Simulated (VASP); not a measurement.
Input of a VASP 6.6.1 run:

Contents of INCAR:

```
  PREC = Accurate
  ENCUT = 520
  EDIFF = 1E-7
  ISMEAR = 0
  SIGMA = 0.1
  LREAL = False
  LASPH = True
  NELM = 100
  ALGO = Normal
  ISIF = 2
  LWAVE = False
  LCHARG = False
  GGA = CA
  NBANDS = 17
```

KPOINTS

```
Automatic mesh
0
Gamma
  10 10 10
```

File POSCAR:

```
TePb
1.0
    3.8713817011      0.0000000000      0.0000000000
    0.0000000000      3.8713817011      0.0000000000
    0.0000000000      0.0000000000      3.8713817011
Te Pb
1 1
Direct
    0.5000000000      0.5000000000      0.5000000000
    0.0000000000      0.0000000000      0.0000000000
```

Potentials or basis: VASP PAW LDA potentials, release 64 (Te, Pb_d).

The run is started by

```bash
$ cat potpaw_LDA.64/Te/POTCAR potpaw_LDA.64/Pb_d/POTCAR > POTCAR
$ mpirun -np 1 vasp_std > vasp.out
```

Q: Predict the band gap on the k mesh.

A: Zero (band 10 reaches 7.61 eV, above the bottom of band 11 at 6.00 eV).

Q: Predict the pressure.

A: 0.0 GPa.

Caveat: spin-orbit coupling is left out, which moves the levels of the heavy elements.
